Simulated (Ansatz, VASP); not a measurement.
**YP in VASP and in Ansatz**

```
Y P
1.0
     3.34490    0.00000    0.00000
     0.00000    3.34490    0.00000
     0.00000    0.00000    3.34490
Y P
1 1
Direct
  0.00000 0.00000 0.00000
  0.50000 0.50000 0.50000
```

Alike in both runs: task single point; functional LDA; k mesh 12 × 12 × 12; occupations fermi-dirac, width 0.15 eV; no spin polarisation.

|  | VASP | Ansatz |
| --- | --- | --- |
| version | VASP 6.6.1 | Ansatz 0.2.0 |
| potentials or method | VASP PAW LDA potentials, release 64 (Y_sv, P), cutoff 500 eV | scalar-relativistic, plane waves, PAW |
| valence electrons in the cell | 16 | 16 |

```tsv
	VASP	Ansatz	Ansatz less VASP
gap on the k mesh at the Fermi level (eV)	none	none	-
pressure (GPa)	5.5	5.5	+0.02
```

LDA's correlation is that of Perdew and Zunger in VASP and of Perdew and Wang (1992) in Ansatz. A gap of «none» marks a metal or a gap that the smearing closes.
